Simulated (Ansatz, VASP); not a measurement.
One calculation of MgO, two programs

File INCAR:

```
  PREC = Accurate
  ENCUT = 520
  EDIFF = 1E-6
  ISMEAR = 0
  SIGMA = 0.05
  LREAL = False
  LASPH = True
  NELM = 60
  ALGO = Normal
  ISIF = 2
  LWAVE = False
  LCHARG = False
  GGA = PS
  NBANDS = 26
```

File KPOINTS:

```
regular mesh
0
Gamma
  9 9 4
```

File POSCAR:

```
MgO
1.0
    3.2553371795      0.0000000000      0.0000000000
   -1.6276685897      2.8192046953      0.0000000000
    0.0000000000      0.0000000000     10.4149514991
Mg O
4 4
Direct
    0.3333333333      0.6666666667      0.9695963559
    0.0000000000      0.0000000000      0.2209473890
    0.0000000000      0.0000000000      0.7209473890
    0.6666666667      0.3333333333      0.4695963559
    0.3333333333      0.6666666667      0.7799156657
   -0.0399344193      0.0000000000      0.5794669904
    0.0000000000      0.0000000000      0.0295387694
    0.6666666667      0.3333333333      0.2799156657
```

Input for Ansatz:

```yaml
crystal:
  lattice:
    - [3.2553371795, 0.0, 0.0]
    - [-1.6276685897, 2.8192046953, 0.0]
    - [0.0, 0.0, 10.4149514991]
  atoms:
    - { symbol: Mg, position: [0.3333333333, 0.6666666667, 0.9695963559] }
    - { symbol: Mg, position: [0.0, 0.0, 0.220947389] }
    - { symbol: Mg, position: [0.0, 0.0, 0.720947389] }
    - { symbol: Mg, position: [0.6666666667, 0.3333333333, 0.4695963559] }
    - { symbol: O, position: [0.3333333333, 0.6666666667, 0.7799156657] }
    - { symbol: O, position: [-0.0399344193, 0.0, 0.5794669904] }
    - { symbol: O, position: [0.0, 0.0, 0.0295387694] }
    - { symbol: O, position: [0.6666666667, 0.3333333333, 0.2799156657] }
basis:
  ecutwfc: 420
kpoints:
  mp_grid: { grid: [9, 9, 4] }
hamiltonian:
  xc: pbesol
  pseudopotentials: { kind: paw, azcp: { folder: soft_1 } }
scf:
  occupations: { method: gaussian, width: 0.05 }
output:
  forces: true
  stress: true
  eigenvalues: true
  write_density: true
  write_potential: true
  elf: true
  volumetric_format: npy
```

Alike in both runs: task single point; functional PBEsol; k mesh 9 × 9 × 4; occupations gaussian, width 0.05 eV; no spin polarisation.

|  | VASP | Ansatz |
| --- | --- | --- |
| version | VASP 6.6.1 | Ansatz 0.2.0 |
| potentials or method | VASP PAW PBE potentials, release 64 (Mg, O), cutoff 520 eV | scalar-relativistic, plane waves, PAW |
| valence electrons in the cell | 32 | 64 |

```tsv
	VASP	Ansatz	Ansatz less VASP
gap on the k mesh at the Fermi level (eV)	1.33	1.39	+0.061
least direct gap on the mesh (eV)	1.33	1.39	+0.061
pressure (GPa)	11.2	10.5	-0.70
traceless stress, the component that is largest in VASP (GPa)	24.50	22.72	-1.782
rms of the force components (eV/Å)	5.430	5.101	-0.3290
```

VASP's potentials were made for PBE, not for PBEsol, and Ansatz warns of the same on its side. Atom by atom the forces differ by 0.333 eV/Å (rms over components). VASP's potentials hold 32 valence electrons a cell and Ansatz's 64, so a difference there can come from the potentials and not from the codes.
